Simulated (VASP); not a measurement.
# MoSe (R-3m) in VASP: notebook

MoSe is run at these levels: PBE; tasks: single point.

Everything below comes from runs of VASP 6.6.1. Logs are shortened: lines on timing, memory, paths and dates and some standing lists are left out, and cuts for length are marked.

### Step 1. The cell of the first run

The structure is trigonal, space group R-3m (No. 166). Conventional cell: a = 3.092 Å, b = 3.092 Å, c = 11.835 Å, α = 90.00°, β = 90.00°, γ = 120.00°. Within 3.5 Å of Mo (site symmetry -3m) lie 6 Se at 2.66 Å and 6 Mo at 3.09 Å. Se (site symmetry -3m) has 6 Mo at 2.66 Å and 6 Se at 3.09 Å within 3.5 Å.

### Step 2. Single point, PBE, collinear spin, ferromagnetic start

Input file INCAR:

```
PREC = Accurate
ENCUT = 520
EDIFF = 1E-6
ISMEAR = 0
SIGMA = 0.1
LREAL = False
LASPH = True
NELM = 150
ALGO = Normal
ISIF = 2
LWAVE = False
LCHARG = False
ISPIN = 2
MAGMOM = 0.46 0
LORBIT = 11
LMAXMIX = 4
GGA = PE
NBANDS = 21
```

Input file KPOINTS:

```
regular mesh
0
Gamma
  6 6 6
```

Input file POSCAR:

```
MoSe
1.0
    1.5462451780      0.8927250697      3.9448574513
   -1.5462451780      0.8927250697      3.9448574513
    0.0000000000     -1.7854501395      3.9448574513
Mo Se
1 1
Direct
    0.0000000000      0.0000000000      0.0000000000
    0.5000000000      0.5000000000      0.5000000000
```

Potentials or basis: VASP PAW PBE potentials, release 64 (Mo_sv, Se).

Run with:

```console
> cat potpaw_PBE.64/Mo_sv/POTCAR potpaw_PBE.64/Se/POTCAR > POTCAR
> mpirun -np 1 vasp_std > vasp.out
```

OUTCAR:

```text
PREC = Accurate
   ENCUT = 520
   EDIFF = 1E-6
   ISMEAR = 0
   LREAL = False
   LASPH = True
   NELM = 150
   ISIF = 2
   ISPIN = 2
   LORBIT = 11
   GGA = PE

 ion  position               nearest neighbor table
   1  0.000  0.000  0.000-   2 2.66   2 2.66   2 2.66   2 2.66   2 2.66   2 2.66
   2  0.500  0.500  0.500-   1 2.66   1 2.66   1 2.66   1 2.66   1 2.66   1 2.66

  LATTYP: Found a trigonal (rhomboedric) cell.
 ALAT       =     4.3300961319
 COS(alpha) =     0.7449697857

  Lattice vectors:

 A1 = (   1.5462451780,   0.8927250697,   3.9448574513)
 A2 = (  -1.5462451780,   0.8927250697,   3.9448574513)
 A3 = (   0.0000000000,  -1.7854501395,   3.9448574513)

Analysis of symmetry for initial positions (statically):
=====================================================================
 Subroutine PRICEL returns:
 Original cell was already a primitive cell.

 Routine SETGRP: Setting up the symmetry group for a
 trigonal (rhombohedral) supercell.

 Subroutine GETGRP returns: Found 12 space group operations
 (whereof 12 operations were pure point group operations)
 out of a pool of 12 trial point group operations.

The static configuration has the point symmetry D_3d.

Analysis of symmetry for dynamics (positions and initial velocities):
=====================================================================
 Subroutine PRICEL returns:
 Original cell was already a primitive cell.

 Routine SETGRP: Setting up the symmetry group for a
 trigonal (rhombohedral) supercell.

 Subroutine GETGRP returns: Found 12 space group operations
 (whereof 12 operations were pure point group operations)
 out of a pool of 12 trial point group operations.

The dynamic configuration has the point symmetry D_3d.

Analysis of structural, dynamic, and magnetic symmetry:
=====================================================================
 Subroutine PRICEL returns:
 Original cell was already a primitive cell.

 Routine SETGRP: Setting up the symmetry group for a
 trigonal (rhombohedral) supercell.

 Subroutine GETGRP returns: Found 12 space group operations
 (whereof 12 operations were pure point group operations)
 out of a pool of 12 trial point group operations.

The overall configuration has the point symmetry D_3d.

 Subroutine INISYM returns: Found 12 space group operations
 (whereof 12 operations are pure point group operations),
 and found     1 'primitive' translations

----------------------------------------------------------------------------------------

                                     Primitive cell

  volume of cell :      32.6722

  direct lattice vectors                    reciprocal lattice vectors
     1.546245178  0.892725070  3.944857451     0.323363983  0.186694283  0.084498195
    -1.546245178  0.892725070  3.944857451    -0.323363983  0.186694283  0.084498195
     0.000000000 -1.785450139  3.944857451     0.000000000 -0.373388566  0.084498195

  length of vectors
     4.330096132  4.330096132  4.330096132     0.382830205  0.382830205  0.382830205

  position of ions in fractional coordinates (direct lattice)
     0.000000000  0.000000000  0.000000000
     0.500000000  0.500000000  0.500000000

  ion indices of the primitive-cell ions
   primitive index   ion index
                 1           1
                 2           2

----------------------------------------------------------------------------------------

 KPOINTS: regular mesh

Automatic generation of k-mesh.
 Grid dimensions read from file:
 generate k-points for:    6    6    6

 Generating k-lattice:

  Cartesian coordinates                     Fractional coordinates (reciprocal lattice)
     0.053893997  0.031115714  0.014083032     0.166666667  0.000000000  0.000000000
    -0.053893997  0.031115714  0.014083032     0.000000000  0.166666667  0.000000000
     0.000000000 -0.062231428  0.014083032     0.000000000  0.000000000  0.166666667

  Length of vectors
     0.063805034  0.063805034  0.063805034

  Shift w.r.t. Gamma in fractional coordinates (k-lattice)
     0.000000000  0.000000000  0.000000000

 Subroutine IBZKPT returns following result:
 ===========================================

 Found     32 irreducible k-points:

 Following reciprocal coordinates:
            Coordinates               Weight
  0.000000  0.000000  0.000000      1.000000
  0.166667  0.000000  0.000000      6.000000
  0.333333  0.000000  0.000000      6.000000
  0.500000  0.000000  0.000000      3.000000
  0.166667  0.166667  0.000000      6.000000
  0.333333  0.166667  0.000000     12.000000
[... 16 lines left out ...]
  0.500000  0.500000  0.166667      6.000000
 -0.333333  0.500000  0.166667     12.000000
 [... further k-points ...]
   k-points           NKPTS =     32   k-points in BZ     NKDIM =     32   number of bands    NBANDS=     21
   number of dos      NEDOS =    301   number of ions     NIONS =      2
   total plane-waves  NPLWV =  32768
   dimension x,y,z NGX =    32 NGY =   32 NGZ =   32
   dimension x,y,z NGXF=    64 NGYF=   64 NGZF=   64
   ions per type =               1   1
   NGX,Y,Z   is equivalent  to a cutoff of  12.29, 12.29, 12.29 a.u.
   NGXF,Y,Z  is equivalent  to a cutoff of  24.57, 24.57, 24.57 a.u.
 SYSTEM =  unknown system
   PREC   = accura    normal or accurate (medium, high low for compatibility)
   ISTART =      0    job   : 0-new  1-cont  2-samecut
   ICHARG =      2    charge: 1-file 2-atom 10-const
   ISPIN  =      2    spin polarized calculation?
   LNONCOLLINEAR =      F non collinear calculations
   LSORBIT =      F    spin-orbit coupling
   LASPH  =      T    aspherical Exc in radial PAW
   ENCUT  =  520.0 eV  38.22 Ry    6.18 a.u.   8.05  8.05  8.05*2*pi/ulx,y,z
   NELM   =    150;   NELMIN=  2; NELMDL= -5     # of ELM steps
   EDIFF  = 0.1E-05   stopping-criterion for ELM
   LREAL  =      F    real-space projection
   EDIFFG = 0.1E-04   stopping-criterion for IOM
   NSW    =      0    number of steps for IOM
   IBRION =     -1    ionic relax: 0-MD 1-quasi-New 2-CG
   NFREE  =      0    steps in history (QN), initial steepest desc. (CG)
   ISIF   =      2    stress and relaxation
   ISYM   =      2    0-nonsym 1-usesym 2-fastsym
   POTIM  = 0.5000    time-step for ionic-motion
   TEBEG  =    0.0;   TEEND  =   0.0 temperature during run
   PSTRESS=    0.0 pullay stress
   NELECT =      20.0000    total number of electrons
   NUPDOWN=      -1.0000    fix difference up-down
   EMIN   =  10.00;   EMAX   =-10.00  energy-range for DOS
   EFERMI =   0.00;   METHOD = LEGACY
   ISMEAR =     0;   SIGMA  =   0.10  broadening in eV -4-tet -1-fermi 0-gaus
   EFERMI_NEDOS =   21; number of points for ismear=-14 and -15
   IALGO  =     38    algorithm
   IMIX   =      4    mixing-type and parameters
     AMIX     =   0.40;   BMIX     =  1.00
     AMIX_MAG =   1.60;   BMIX_MAG =  1.00
  volume/ion in A,a.u.               =      16.34       110.24
  Fermi-wavevector in a.u.,A,eV,Ry     =   1.390034  2.626782 26.289085  1.932193
  Thomas-Fermi vector in A             =   2.514007
   LORBIT       =     11    0 simple, 1 ext, 2 COOP (PROOUT), +10 PAW based schemes
   GGA     = PE    functional components
   LHFCALC =     F    Hartree Fock is set to
   AEXX    =    0.0000 exact exchange contribution
   IVDW    =     0    specifies the selected vdW correction
   LEPSILON=     F    determine dielectric tensor
   LRPA    =     F    only Hartree local field effects (RPA)
 spin polarized calculation
 Gauss-broadening in eV      SIGMA  =   0.10
  energy-cutoff  :      520.00
  volume of cell :       32.67
 maximum number of plane-waves:       892
   NGX = 17   NGY = 17   NGZ = 17

 number of electron      20.0000000 magnetization       0.1539288

 Free energy of the ion-electron system (eV)
  ---------------------------------------------------
  ext. energy  EPLUGINS =         0.00000000
  ---------------------------------------------------
  free energy    TOTEN  =       -14.10245479 eV

  energy without entropy =      -14.08660584  energy(sigma->0) =      -14.09453032

 E-fermi :  10.2832     XC(G=0): -12.3320

 val. band max:       10.2798157962   @ k =   0.5000   0.3333   0.3333
 cond. band min:      10.2849837808   @ k =   0.5000   0.1667   0.0000
 fundamental gap:      0.0051679846
 Fermi energy:        10.2832406218

 spin component 1

 k-point     1 :       0.0000    0.0000    0.0000
  band No.  band energies     occupation
      1     -50.8864      1.00000
      2     -25.0932      1.00000
      3     -24.7299      1.00000
      4     -24.7299      1.00000
      5      -5.9575      1.00000
      6       5.7513      1.00000
[... 13 lines left out ...]
     20      28.1335      0.00000
     21      28.1335      0.00000

 k-point     2 :       0.1667    0.0000    0.0000
  band No.  band energies     occupation
      1     -50.8736      1.00000
      2     -25.0759      1.00000
      3     -24.8452      1.00000
      4     -24.7561      1.00000
      5      -5.4518      1.00000
      6       5.0490      1.00000
[... 13 lines left out ...]
     20      25.1119      0.00000
     21      28.5780      0.00000

 k-point     3 :       0.3333    0.0000    0.0000
  band No.  band energies     occupation
      1     -50.8478      1.00000
      2     -25.0723      1.00000
      3     -25.0389      1.00000
      4     -24.8081      1.00000
      5      -4.1378      1.00000
      6       3.9370      1.00000
[... 13 lines left out ...]
     20      27.0597      0.00000
     21      29.0606      0.00000
[... 457 lines left out ...]
 k-point    23 :       0.5000    0.5000    0.1667
  band No.  band energies     occupation
      1     -50.8473      1.00000
      2     -25.0662      1.00000
      3     -25.0586      1.00000
      4     -24.8107      1.00000
      5      -4.1563      1.00000
      6       4.5666      1.00000
[... 13 lines left out ...]
     20      26.8357      0.00000
     21      27.1703      0.00000

 k-point    24 :      -0.3333    0.5000    0.1667
  band No.  band energies     occupation
      1     -50.8345      1.00000
      2     -25.1190      1.00000
      3     -25.0345      1.00000
      4     -24.8962      1.00000
      5      -3.5523      1.00000
      6       4.0165      1.00000
[... 13 lines left out ...]
     20      26.5458      0.00000
     21      28.5030      0.00000

 [... further k-points ...]

 spin component 2

 k-point     1 :       0.0000    0.0000    0.0000
  band No.  band energies     occupation
      1     -50.8049      1.00000
      2     -25.0090      1.00000
      3     -24.6381      1.00000
      4     -24.6381      1.00000
      5      -5.9503      1.00000
      6       5.7653      1.00000
[... 13 lines left out ...]
     20      28.1996      0.00000
     21      28.1996      0.00000

 k-point     2 :       0.1667    0.0000    0.0000
  band No.  band energies     occupation
      1     -50.7921      1.00000
      2     -24.9917      1.00000
      3     -24.7533      1.00000
      4     -24.6642      1.00000
      5      -5.4451      1.00000
      6       5.0803      1.00000
[... 13 lines left out ...]
     20      25.1612      0.00000
     21      28.6048      0.00000

 k-point     3 :       0.3333    0.0000    0.0000
  band No.  band energies     occupation
      1     -50.7664      1.00000
      2     -24.9809      1.00000
      3     -24.9540      1.00000
      4     -24.7162      1.00000
      5      -4.1329      1.00000
      6       3.9648      1.00000
[... 13 lines left out ...]
     20      27.0757      0.00000
     21      29.0910      0.00000
[... 457 lines left out ...]
 k-point    23 :       0.5000    0.5000    0.1667
  band No.  band energies     occupation
      1     -50.7659      1.00000
      2     -24.9752      1.00000
      3     -24.9735      1.00000
      4     -24.7187      1.00000
      5      -4.1504      1.00000
      6       4.5924      1.00000
[... 13 lines left out ...]
     20      26.8833      0.00000
     21      27.2178      0.00000

 k-point    24 :      -0.3333    0.5000    0.1667
  band No.  band energies     occupation
      1     -50.7531      1.00000
      2     -25.0268      1.00000
      3     -24.9504      1.00000
      4     -24.8042      1.00000
      5      -3.5459      1.00000
      6       4.0314      1.00000
[... 13 lines left out ...]
     20      26.5909      0.00000
     21      28.5494      0.00000

 [... further k-points ...]
[... 5 lines left out ...]
  --------------------------------------------------------------------------------------
  -------------------------------------------------------------------------------------
  Total        0.0860500      0.0860500      0.0400487     -0.0000000     -0.0000000      0.0000000
  in kB        4.2197117      4.2197117      1.9639063     -0.0000000     -0.0000000      0.0000000
  external PRESSURE =       3.4677765 kB  Pullay stress =       0.0000000 kB

 VOLUME and BASIS-vectors are now :
 -----------------------------------------------------------------------------
  energy-cutoff  :      520.00
  volume of cell :       32.67
      direct lattice vectors                 reciprocal lattice vectors
     1.546245178  0.892725070  3.944857451     0.323363983  0.186694283  0.084498195
    -1.546245178  0.892725070  3.944857451    -0.323363983  0.186694283  0.084498195
     0.000000000 -1.785450139  3.944857451     0.000000000 -0.373388566  0.084498195

 POSITION                                       TOTAL-FORCE (eV/Angst)
 -----------------------------------------------------------------------------------
      0.00000      0.00000      0.00000        -0.000000      0.000000      0.000000
      0.00000     -0.00000      5.91729         0.000000     -0.000000      0.000000
 -----------------------------------------------------------------------------------
    total drift:                               -0.000000     -0.000000     -0.000000

  FREE ENERGIE OF THE ION-ELECTRON SYSTEM (eV)
  ---------------------------------------------------
  free  energy   TOTEN  =       -14.1024547897 eV

  energy  without entropy=      -14.0866058447  energy(sigma->0) =      -14.09453032

 total charge

# of ion       s       p       d       tot
------------------------------------------
    1        2.257   6.129   3.964  12.350
    2        1.452   2.321   0.118   3.891
--------------------------------------------------
tot          3.708   8.450   4.082  16.241

 magnetization (x)

# of ion       s       p       d       tot
------------------------------------------
    1        0.003   0.004   0.120   0.127
    2        0.002  -0.005   0.003   0.000
--------------------------------------------------
tot          0.005  -0.001   0.122   0.127
```

It took 46 s on 1 thread of Intel Xeon Platinum 8259CL at 2.50GHz (Skylake/Cascade Lake), shared host; peak memory 0.22 GiB.

What came out:

```yaml
Free_energy: -14.1025 eV
Pressure: 0.3 GPa
Net_moment: 0.15 μB per cell
Site_moments: Mo +0.13; Se +0.00 μB
Valence_electrons_inside_the_program's_atomic_spheres: Mo 12.35; Se 3.89
```

Caveat: the k points lie up to 0.40 Å⁻¹ apart.

### Step 3. Single point, PBE, collinear spin, ferromagnetic start

This run uses another cell than the first one, of 19.81 Å³/atom, 1.213 times its volume.

INCAR: that of step 2 with these lines changed.

```diff
@@ -2,3 +2,3 @@
 ENCUT = 520
-EDIFF = 1E-6
+EDIFF = 1E-7
 ISMEAR = 0
@@ -13,3 +13,3 @@
 ISPIN = 2
-MAGMOM = 0.46 0
+MAGMOM = 1 0
 LORBIT = 11
```

KPOINTS is that of step 2.

Input file POSCAR:

```
MoSe
1.0
    1.5313642584      0.8841335668      4.8776787491
   -1.5313642584      0.8841335668      4.8776787491
    0.0000000000     -1.7682671337      4.8776787491
Mo Se
1 1
Direct
    0.0000000000      0.0000000000      0.0000000000
    0.5000000000      0.5000000000      0.5000000000
```

Potentials or basis: VASP PAW PBE potentials, release 64 (Mo_sv, Se).

Run with:

```console
> cat potpaw_PBE.64/Mo_sv/POTCAR potpaw_PBE.64/Se/POTCAR > POTCAR
> mpirun -np 1 vasp_std > vasp.out
```

Wall time 1.8 min (1 thread of Intel Xeon Platinum 8259CL at 2.50GHz (Skylake/Cascade Lake), shared host); peak memory 0.3 GiB.

Results (log left out):

| Property | Result |
| --- | --- |
| Free energy | -12.9266 eV |
| Pressure | -18.3 GPa |
| Net moment | 0.50 μB per cell |
| Site moments | Mo +0.42; Se -0.01 μB |
| Valence electrons inside the program's atomic spheres | Mo 12.07; Se 3.68 |

Stress tensor (GPa, compression positive):
```
 -9.84   0.00   0.00
  0.00  -9.84   0.00
  0.00   0.00 -35.21
```

Levels at points of the mesh, in eV from the Fermi level:
Spin up:
```csv
k point,band 6,band 7,band 8,band 9,band 10,band 11,band 12,band 13,band 14,band 15
"(0.00, 0.00, 0.00)",-4.89,-3.99,-0.60,-0.60,0.86,0.86,0.91,2.05,2.05,9.63
"(0.50, 0.00, 0.00)",-6.62,-4.86,-2.58,-1.30,1.35,1.97,2.15,2.57,2.88,5.32
"(0.50, 0.50, 0.00)",-6.02,-3.13,-3.03,-1.72,-0.21,-0.07,0.21,2.56,5.13,5.94
"(0.50, 0.50, 0.50)",-6.99,-2.73,-0.78,-0.78,0.65,0.65,2.84,2.84,5.23,5.69
```
Spin down:
```tsv
k point	band 6	band 7	band 8	band 9	band 10	band 11	band 12	band 13	band 14	band 15
(0.00, 0.00, 0.00)	-4.85	-3.75	-0.31	-0.31	1.21	1.23	1.23	2.04	2.04	9.62
(0.50, 0.00, 0.00)	-6.58	-4.70	-2.33	-1.15	1.63	2.14	2.36	2.87	3.09	5.47
(0.50, 0.50, 0.00)	-6.01	-2.99	-2.88	-1.40	-0.08	0.10	0.57	2.86	5.29	6.16
(0.50, 0.50, 0.50)	-6.87	-2.47	-0.51	-0.51	0.95	0.95	2.92	2.92	5.41	5.87
```

Caveat: the k points lie up to 0.40 Å⁻¹ apart.
